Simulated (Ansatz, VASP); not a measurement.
# One calculation of AlNi3, two programs

The input POSCAR:

```
AlNi3
1.0
    0.0000000000      2.8018887551      2.8018887551
    2.8018887551      0.0000000000      2.8018887551
    2.8018887551      2.8018887551      0.0000000000
Al Ni
1 3
Direct
    0.5000000000      0.5000000000      0.5000000000
    0.2500000000      0.2500000000      0.2500000000
    0.0000000000      0.0000000000      0.0000000000
    0.7500000000      0.7500000000      0.7500000000
```

INCAR.step1

```
ALGO = Normal
EDIFF = 1E-4
ENCUT = 520
GGA = PE
ISMEAR = 0
LASPH = True
LCHARG = False
LREAL = False
LWAVE = True
NBANDS = 24
NELM = 80
PREC = Accurate
SIGMA = 0.01
```

INCAR.step2

```
ALGO = Normal
EDIFF = 1E-6
ENCUT = 520
ISIF = 2
ISMEAR = 0
ISTART = 1
LASPH = True
LCHARG = False
LMIXTAU = True
LREAL = False
LWAVE = False
METAGGA = R2SCAN
NBANDS = 24
NELM = 80
PREC = Accurate
SIGMA = 0.01
```

File KPOINTS:

```
k-points
0
Gamma
  14 14 14
```

Input for Ansatz:

```yaml
crystal:
  lattice:
    - [0.0, 2.8018887551, 2.8018887551]
    - [2.8018887551, 0.0, 2.8018887551]
    - [2.8018887551, 2.8018887551, 0.0]
  atoms:
    - { symbol: Al, position: [0.5, 0.5, 0.5] }
    - { symbol: Ni, position: [0.25, 0.25, 0.25] }
    - { symbol: Ni, position: [0.0, 0.0, 0.0] }
    - { symbol: Ni, position: [0.75, 0.75, 0.75] }
basis:
  ecutwfc: 500
kpoints:
  mp_grid: { grid: [14, 14, 14] }
hamiltonian:
  xc: r2scan
scf:
  occupations: { method: gaussian, width: 0.01 }
output:
  forces: true
  stress: true
  eigenvalues: true
```

Alike in both runs: task single point; functional r2SCAN; k mesh 14 × 14 × 14; occupations gaussian, width 0.01 eV; no spin polarisation.

|  | VASP | Ansatz |
| --- | --- | --- |
| version | VASP 6.6.1 | Ansatz 0.2.0 |
| potentials or method | VASP PAW PBE potentials, release 64 (Al, Ni), cutoff 520 eV | scalar-relativistic, plane waves, PAW |
| valence electrons in the cell | 33 | 57 |

Ansatz gave:

```
gap on the k mesh at the Fermi level (eV) : none
pressure (GPa)                            : 0.0
```

**Question.** Estimate VASP's values.

**Answer.** gap on the k mesh at the Fermi level (eV): none; pressure (GPa): 0.1.

VASP's potentials were made for PBE, not for r2SCAN. A gap of «none» marks a metal or a gap that the smearing closes. The functional is the same, so the differences come from potentials, cutoffs and numerics. VASP's potentials hold 33 valence electrons a cell and Ansatz's 57, so a difference there can come from the potentials and not from the codes.
